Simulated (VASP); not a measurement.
Wanted: the native input for a VASP 6.6.1 run.

```yaml
Task: single point
Functional: LDA
Potentials_or_basis: VASP PAW LDA potentials, release 64 (Na_pv, Ag)
Cutoff: 520 eV
k_mesh: 4 × 4 × 4
Occupations: fermi-dirac, width 0.01 eV
Spin: no spin polarisation
Dipole_correction: no
Further_INCAR_settings: ALGO = Normal; EDIFF = 1e-07; NBANDS = 28
```

The structure of NaAg3 lies in POSCAR:

```
NaAg3
1.0
    4.2441940000      0.0000000000      0.0000000000
    0.0000000000      4.2441940000      0.0000000000
    0.0000000000      0.0000000000      4.2441940000
Na Ag
1 3
Direct
    0.0000000000      0.0000000000      0.0000000000
    0.0000000000      0.5000000000      0.5450000000
    0.5000000000      0.0000000000      0.5000000000
    0.5000000000      0.5000000000      0.0000000000
```

One way to write it, as run:

INCAR

```
ALGO     = Normal         # electronic algorithm
EDIFF    = 1E-7           # SCF threshold, eV
ENCUT    = 520            # plane-wave cutoff, eV
ISIF     = 2              # what is computed and relaxed
ISMEAR   = -1             # smearing method
LASPH    = T              # aspherical terms in the spheres
LCHARG   = T              # write CHGCAR
LELF     = T              # ELF
LREAL    = F              # projectors in reciprocal space
LVHAR    = T            
LWAVE    = F              # write WAVECAR
NBANDS   = 28             # bands
NELM     = 100            # most SCF steps
PREC     = Accurate       # precision mode
SIGMA    = 0.01           # smearing width, eV
```

KPOINTS

```
k-points
0
Gamma
  4 4 4
```

Potentials or basis: VASP PAW LDA potentials, release 64 (Na_pv, Ag).

Command:

```bash
$ cat potpaw_LDA.64/Na_pv/POTCAR potpaw_LDA.64/Ag/POTCAR > POTCAR
$ mpirun -np 1 vasp_std > vasp.out
```

Results of the run:

```yaml
Pressure: -7.0 GPa
Largest_force: 0.505 eV/Å
Band_gap_on_the_k_mesh: zero (bands 20 and 21 overlap by 2.57 eV)
```

Caveat: the k points lie up to 0.37 Å⁻¹ apart, too coarse for converged energies and pressures of a metal.

Wall time 46 s on 1 thread of Intel(R) Xeon(R) Platinum 8375C CPU @ 2.90GHz (Ice Lake) (shared host), peak memory 0.18 GiB.
